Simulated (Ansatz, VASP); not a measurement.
As in VASP and in Ansatz

The input INCAR:

```
ALGO     = Normal         # electronic algorithm
EDIFF    = 1E-7           # SCF threshold, eV
ENCUT    = 520            # plane-wave cutoff, eV
GGA      = PE             # functional
ISIF     = 2              # what is computed and relaxed
ISMEAR   = -1             # smearing method
LASPH    = True           # aspherical terms in the spheres
LCHARG   = False          # write CHGCAR
LREAL    = False          # projectors in reciprocal space
LWAVE    = False          # write WAVECAR
NBANDS   = 12             # bands
NELM     = 60             # most SCF steps
PREC     = Accurate       # precision mode
SIGMA    = 0.05           # smearing width, eV
```

Contents of KPOINTS:

```
k-points
0
Gamma
  6 6 8
```

POSCAR

```
As
1.0
    4.5664000000      0.0000000000      0.0000000000
   -2.2832000000      3.9546200000      0.0000000000
    0.0000000000      0.0000000000      2.9470896000
As
2
Direct
    0.3333300000      0.6666700000      0.0000000000
    0.6666700000      0.3333300000      0.0000000000
```

Contents of input.yaml:

```yaml
crystal:
  lattice:
    - [4.5664, 0.0, 0.0]
    - [-2.2832, 3.95462, 0.0]
    - [0.0, 0.0, 2.9470896]
  atoms:
    - { symbol: As, position: [0.33333, 0.66667, 0.0] }
    - { symbol: As, position: [0.66667, 0.33333, 0.0] }
hamiltonian:
  xc: pbe
  pseudopotentials: { kind: paw }
kpoints:
  mp_grid: { grid: [6, 6, 8] }
  band_path:
    path:
      - [[0.0, 0.0, 0.0], [0.5, 0.0, 0.0], [0.3333333333, 0.3333333333, 0.0], [0.0, 0.0, 0.0], [0.0, 0.0, 0.5], [0.5, 0.0, 0.5], [0.3333333333, 0.3333333333, 0.5], [0.0, 0.0, 0.5]]
      - [[0.5, 0.0, 0.5], [0.5, 0.0, 0.0]]
      - [[0.3333333333, 0.3333333333, 0.0], [0.3333333333, 0.3333333333, 0.5]]
    npoints: 14
scf:
  occupations: { method: fermi_dirac, width: 0.05 }
  n_extra_bands: 6
output:
  forces: true
  stress: true
  eigenvalues: true
  fatbands: false
```

Alike in both runs: functional PBE; k mesh 6 × 6 × 8; occupations fermi-dirac, width 0.05 eV; no spin polarisation.

```csv
,VASP,Ansatz
version,VASP 6.6.1,Ansatz 0.2.0
potentials or method,"VASP PAW PBE potentials, release 64 (As)",Ansatz PAW
plane-wave cutoff (eV),520,420
valence electrons in the cell,10,30
task,single point,band structure
```

Ansatz gave:

| Property | Result |
| --- | --- |
| gap on the k mesh at the Fermi level (eV) | none |
| pressure (GPa) | -1.5 |
| traceless stress, the component that is largest in VASP (GPa) | -4.71 |

Task: Which values does VASP return?

Result: gap on the k mesh at the Fermi level (eV): none; pressure (GPa): -1.4; traceless stress, the component that is largest in VASP (GPa): -4.77.

A gap of «none» marks a metal or a gap that the smearing closes. VASP's potentials hold 10 valence electrons a cell and Ansatz's 30, so a difference there can come from the potentials and not from the codes.
